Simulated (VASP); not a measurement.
# SnSe (I4mm) in VASP: further runs

SnSe is run at these levels: LDA; tasks: single point.

Program: VASP 6.6.1. These are calculated values, not measurements. Logs are shortened: lines on timing, memory, paths and dates and some standing lists are left out, and cuts for length are marked.

## Step 1: The cell of the first run

Symmetry: I4mm, No. 107, tetragonal system. Conventional cell: a = 4.167 Å, b = 4.167 Å, c = 5.893 Å, α = 90.00°, β = 90.00°, γ = 90.00°. Sn (site symmetry 4mm) has 6 Se at 2.65 to 3.25 Å within 3.5 Å. Se (site symmetry 4mm) has 6 Sn at 2.65 to 3.25 Å within 3.5 Å.

## Step 2: Single point, LDA

The input, INCAR:

```
PREC = Accurate
ENCUT = 520
EDIFF = 1E-6
ISMEAR = 0
SIGMA = 0.05
LREAL = False
LASPH = True
NELM = 100
ALGO = Normal
ISIF = 2
LWAVE = False
LCHARG = False
GGA = CA
NBANDS = 17
```

The input, KPOINTS:

```
regular mesh
0
Gamma
  8 8 8
```

The input, POSCAR:

```
SnSe
1.0
    0.0000000000      2.9466477701      2.9466477701
    2.9466477701      0.0000000000      2.9466477701
    2.9466477701      2.9466477701      0.0000000000
Sn Se
1 1
Direct
    0.0000000000      0.0000000000      0.0000000000
    0.5509053038      0.5509053038      0.4490946962
```

Potentials or basis: VASP PAW LDA potentials, release 64 (Sn_d, Se).

The run is started by

```sh
cat potpaw_LDA.64/Sn_d/POTCAR potpaw_LDA.64/Se/POTCAR > POTCAR
mpirun -np 1 vasp_std > vasp.out
```

OUTCAR:

```text
PREC = Accurate
   ENCUT = 520
   EDIFF = 1E-6
   ISMEAR = 0
   LREAL = False
   LASPH = True
   NELM = 100
   ISIF = 2
   GGA = CA

 ion  position               nearest neighbor table
   1  0.000  0.000  0.000-   2 2.65   2 2.96   2 2.96   2 2.96   2 2.96   2 3.25
   2  0.551  0.551  0.449-   1 2.65   1 2.96   1 2.96   1 2.96   1 2.96   1 3.25

  LATTYP: Found a face centered cubic cell.
 ALAT       =     5.8932955402

  Lattice vectors:

 A1 = (   0.0000000000,   2.9466477701,   2.9466477701)
 A2 = (   2.9466477701,   0.0000000000,   2.9466477701)
 A3 = (   2.9466477701,   2.9466477701,   0.0000000000)

Analysis of symmetry for initial positions (statically):
=====================================================================
 Subroutine PRICEL returns:
 Original cell was already a primitive cell.

 Routine SETGRP: Setting up the symmetry group for a
 face centered cubic supercell.

 Subroutine GETGRP returns: Found  8 space group operations
 (whereof  8 operations were pure point group operations)
 out of a pool of 48 trial point group operations.

The static configuration has the point symmetry C_4v.

Analysis of symmetry for dynamics (positions and initial velocities):
=====================================================================
 Subroutine PRICEL returns:
 Original cell was already a primitive cell.

 Routine SETGRP: Setting up the symmetry group for a
 face centered cubic supercell.

 Subroutine GETGRP returns: Found  8 space group operations
 (whereof  8 operations were pure point group operations)
 out of a pool of 48 trial point group operations.

The dynamic configuration has the point symmetry C_4v.

 Subroutine INISYM returns: Found  8 space group operations
 (whereof  8 operations are pure point group operations),
 and found     1 'primitive' translations

----------------------------------------------------------------------------------------

                                     Primitive cell

  volume of cell :      51.1699

  direct lattice vectors                    reciprocal lattice vectors
     0.000000000  2.946647770  2.946647770    -0.169684346  0.169684346  0.169684346
     2.946647770  0.000000000  2.946647770     0.169684346 -0.169684346  0.169684346
     2.946647770  2.946647770  0.000000000     0.169684346  0.169684346 -0.169684346

  length of vectors
     4.167189240  4.167189240  4.167189240     0.293901909  0.293901909  0.293901909

  position of ions in fractional coordinates (direct lattice)
[... 73 lines left out ...]
   ISPIN  =      1    spin polarized calculation?
   LNONCOLLINEAR =      F non collinear calculations
   LSORBIT =      F    spin-orbit coupling
   LASPH  =      T    aspherical Exc in radial PAW
   ENCUT  =  520.0 eV  38.22 Ry    6.18 a.u.   7.75  7.75  7.75*2*pi/ulx,y,z
   NELM   =    100;   NELMIN=  2; NELMDL= -5     # of ELM steps
   EDIFF  = 0.1E-05   stopping-criterion for ELM
   LREAL  =      F    real-space projection
   EDIFFG = 0.1E-04   stopping-criterion for IOM
   NSW    =      0    number of steps for IOM
   IBRION =     -1    ionic relax: 0-MD 1-quasi-New 2-CG
   NFREE  =      0    steps in history (QN), initial steepest desc. (CG)
   ISIF   =      2    stress and relaxation
   ISYM   =      2    0-nonsym 1-usesym 2-fastsym
   POTIM  = 0.5000    time-step for ionic-motion
   TEBEG  =    0.0;   TEEND  =   0.0 temperature during run
   PSTRESS=    0.0 pullay stress
   NELECT =      20.0000    total number of electrons
   NUPDOWN=      -1.0000    fix difference up-down
   EMIN   =  10.00;   EMAX   =-10.00  energy-range for DOS
   EFERMI =   0.00;   METHOD = LEGACY
   ISMEAR =     0;   SIGMA  =   0.05  broadening in eV -4-tet -1-fermi 0-gaus
   EFERMI_NEDOS =   21; number of points for ismear=-14 and -15
   IALGO  =     38    algorithm
   IMIX   =      4    mixing-type and parameters
     AMIX     =   0.40;   BMIX     =  1.00
     AMIX_MAG =   1.60;   BMIX_MAG =  1.00
  volume/ion in A,a.u.               =      25.58       172.66
  Fermi-wavevector in a.u.,A,eV,Ry     =   1.196961  2.261928 19.493274  1.432715
  Thomas-Fermi vector in A             =   2.332888
   LORBIT       =      0    0 simple, 1 ext, 2 COOP (PROOUT), +10 PAW based schemes
   GGA     = CA    functional components
   LHFCALC =     F    Hartree Fock is set to
   AEXX    =    0.0000 exact exchange contribution
   IVDW    =     0    specifies the selected vdW correction
   LEPSILON=     F    determine dielectric tensor
   LRPA    =     F    only Hartree local field effects (RPA)
 non-spin polarized calculation
 Gauss-broadening in eV      SIGMA  =   0.05
  energy-cutoff  :      520.00
  volume of cell :       51.17
 maximum number of plane-waves:      1411
   NGX = 15   NGY = 15   NGZ = 15

 number of electron      19.9999999 magnetization

 Free energy of the ion-electron system (eV)
  ---------------------------------------------------
  ext. energy  EPLUGINS =         0.00000000
  ---------------------------------------------------
  free energy    TOTEN  =        -9.45612340 eV

  energy without entropy =       -9.45612340  energy(sigma->0) =       -9.45612340

 E-fermi :   6.3102     XC(G=0): -10.1512

 val. band max:        6.0588636220   @ k =  -0.2500   0.1250   0.0000
 cond. band min:       6.8674580352   @ k =  -0.3750   0.1250   0.0000
 fundamental gap:      0.8085944131
 Fermi energy:         6.3102304881

 k-point     1 :       0.0000    0.0000    0.0000
  band No.  band energies     occupation
      1     -15.2918      2.00000
      2     -15.2906      2.00000
      3     -15.2867      2.00000
      4     -15.2746      2.00000
      5     -15.2746      2.00000
      6      -8.2714      2.00000
[... 457 lines left out ...]
      4     -15.2584      2.00000
      5     -15.2547      2.00000
      6      -7.0141      2.00000
[... 9 lines left out ...]
     16      16.8772      0.00000
     17      17.8011      0.00000

 [... further k-points ...]
[... 5 lines left out ...]
  --------------------------------------------------------------------------------------
  -------------------------------------------------------------------------------------
  Total        0.1725903      0.1725903      1.4016232      0.0000000      0.0000000      0.0000000
  in kB        5.4039606      5.4039606     43.8861197      0.0000000      0.0000000      0.0000000
  external PRESSURE =      18.2313470 kB  Pullay stress =       0.0000000 kB

 VOLUME and BASIS-vectors are now :
 -----------------------------------------------------------------------------
  energy-cutoff  :      520.00
  volume of cell :       51.17
      direct lattice vectors                 reciprocal lattice vectors
     0.000000000  2.946647770  2.946647770    -0.169684346  0.169684346  0.169684346
     2.946647770  0.000000000  2.946647770     0.169684346 -0.169684346  0.169684346
     2.946647770  2.946647770  0.000000000     0.169684346  0.169684346 -0.169684346

 POSITION                                       TOTAL-FORCE (eV/Angst)
 -----------------------------------------------------------------------------------
      0.00000      0.00000      0.00000         0.000000      0.000000      0.565948
      2.94665      2.94665      3.24665         0.000000      0.000000     -0.565948
 -----------------------------------------------------------------------------------
    total drift:                               -0.000000     -0.000000     -0.000045

  FREE ENERGIE OF THE ION-ELECTRON SYSTEM (eV)
  ---------------------------------------------------
  free  energy   TOTEN  =        -9.4561233980 eV

  energy  without entropy=       -9.4561233980  energy(sigma->0) =       -9.45612340
```

stdout:

```text
POSCAR found type information on POSCAR SnSe
 POSCAR found :  2 types and       2 ions
 scaLAPACK will be used
 LDA part: xc-table for (Slater(with rela. corr.)+CA(PZ))
 , standard interpolation
 POSCAR, INCAR and KPOINTS ok, starting setup
 FFT: planning ... GRIDC
 FFT: planning ... GRID_SOFT
 FFT: planning ... GRID
 WAVECAR not read
 entering main loop
```

Run time: 26 s. Hardware: 1 thread of Intel Xeon 6975P-C (Granite Rapids), shared host; peak memory 0.18 GiB.

What came out:

```
Free energy            : -9.4561 eV
Pressure               : 1.8 GPa
Largest force          : 0.566 eV/Å
Band gap on the k mesh : 0.81 eV, indirect (least direct gap 0.88 eV)
```

Forces in eV/Å, atoms in the order of the input:
```
Sn   0.000  0.000  0.566
Se   0.000  0.000 -0.566
```

Stress tensor (GPa, compression positive):
```
0.54 0.00 0.00
0.00 0.54 0.00
0.00 0.00 4.39
```

Levels at points of the mesh, in eV from the valence-band top:
```
           k point  band 8  band 9  band 10  band 11  band 12  band 13
(0.00, 0.00, 0.00)   -2.48   -2.19    -2.19     3.89     3.89     4.78
(0.50, 0.00, 0.00)   -2.34   -2.05    -0.18     1.03     1.33     1.77
(0.50, 0.50, 0.00)   -4.76   -3.86    -3.86     2.88     5.77     5.77
(0.00, 0.50, 0.50)   -5.83   -3.76    -3.74     2.32     6.05     6.22
```

Caveat: the cell differs from its parent crystal (all Se atoms moved -0.300 Å, as atom 2 towards its neighbour atom 1 (Sn) at 2.947 Å); spin-orbit coupling is left out, which moves the levels of the heavy elements.

## Step 3: Single point, LDA

The input, INCAR:

```
SYSTEM = SnSe
PREC = Accurate
ENCUT = 520
EDIFF = 1E-6
ISMEAR = 0
SIGMA = 0.05
LREAL = .False.
LASPH = .True.
NELM = 100
ALGO = Normal
ISIF = 2
LWAVE = .False.
LCHARG = .True.
LELF = .True.
LVHAR = .True.
NBANDS = 17
```

The input, KPOINTS:

```
Automatic mesh
0
Gamma
  8 8 8
  0 0 0
```

Changes to POSCAR since step 2:

```diff
@@ -9,2 +9,2 @@
     0.0000000000      0.0000000000      0.0000000000
-    0.5509053038      0.5509053038      0.4490946962
+    0.4618210221      0.4618210221      0.5381789779
```

Potentials or basis: VASP PAW LDA potentials, release 64 (Sn_d, Se).

The run is started by

```sh
cat potpaw_LDA.64/Sn_d/POTCAR potpaw_LDA.64/Se/POTCAR > POTCAR
mpirun -np 1 vasp_std > vasp.out
```

OUTCAR:

```text
SYSTEM = SnSe
   PREC = Accurate
   ENCUT = 520
   EDIFF = 1E-6
   ISMEAR = 0
   LREAL = .False.
   LASPH = .True.
   NELM = 100
   ISIF = 2

 ion  position               nearest neighbor table
   1  0.000  0.000  0.000-   2 2.72   2 2.96   2 2.96   2 2.96   2 2.96   2 3.17
   2  0.462  0.462  0.538-   1 2.72   1 2.96   1 2.96   1 2.96   1 2.96   1 3.17

  LATTYP: Found a face centered cubic cell.
 ALAT       =     5.8932955402

  Lattice vectors:

 A1 = (   0.0000000000,   2.9466477701,   2.9466477701)
 A2 = (   2.9466477701,   0.0000000000,   2.9466477701)
 A3 = (   2.9466477701,   2.9466477701,   0.0000000000)

[... 658 lines left out ...]
     16      16.9118      0.00000
     17      17.7558      0.00000

 [... further k-points ...]
[... 5 lines left out ...]
  --------------------------------------------------------------------------------------
  -------------------------------------------------------------------------------------
  Total        0.1214333      0.1214333      0.7630534      0.0000000     -0.0000000      0.0000000
  in kB        3.8021898      3.8021898     23.8919076      0.0000000     -0.0000000      0.0000000
  external PRESSURE =      10.4987624 kB  Pullay stress =       0.0000000 kB

 VOLUME and BASIS-vectors are now :
 -----------------------------------------------------------------------------
  energy-cutoff  :      520.00
  volume of cell :       51.17
      direct lattice vectors                 reciprocal lattice vectors
     0.000000000  2.946647770  2.946647770    -0.169684346  0.169684346  0.169684346
     2.946647770  0.000000000  2.946647770     0.169684346 -0.169684346  0.169684346
     2.946647770  2.946647770  0.000000000     0.169684346  0.169684346 -0.169684346

 POSITION                                       TOTAL-FORCE (eV/Angst)
 -----------------------------------------------------------------------------------
      0.00000      0.00000      0.00000         0.000000      0.000000     -0.290385
      2.94665      2.94665      2.72165         0.000000      0.000000      0.290385
 -----------------------------------------------------------------------------------
    total drift:                                0.000000      0.000000      0.000078

  FREE ENERGIE OF THE ION-ELECTRON SYSTEM (eV)
  ---------------------------------------------------
  free  energy   TOTEN  =        -9.4874738604 eV

  energy  without entropy=       -9.4874738604  energy(sigma->0) =       -9.48747386
```

stdout:

```text
POSCAR found type information on POSCAR SnSe
 POSCAR found :  2 types and       2 ions
 scaLAPACK will be used
 LDA part: xc-table for (Slater(with rela. corr.)+CA(PZ))
 , standard interpolation
 POSCAR, INCAR and KPOINTS ok, starting setup
 FFT: planning ... GRIDC
 FFT: planning ... GRID_SOFT
 FFT: planning ... GRID
 WAVECAR not read
 entering main loop
```

Run time: 23 s. Hardware: 1 thread of Intel Xeon 6975P-C (Granite Rapids), shared host; peak memory 0.18 GiB.

What came out:

```
Free energy            : -9.4875 eV
Pressure               : 1.0 GPa
Largest force          : 0.290 eV/Å
Band gap on the k mesh : 0.78 eV, indirect (least direct gap 0.88 eV)
```

Forces in eV/Å, atoms in the order of the input:
```
Sn   0.000  0.000 -0.290
Se   0.000  0.000  0.290
```

Caveat: the cell differs from its parent crystal (all Se atoms moved +0.225 Å, as atom 2 towards its neighbour atom 1 (Sn) at 2.947 Å); spin-orbit coupling is left out, which moves the levels of the heavy elements. A k mesh can miss the band edges.
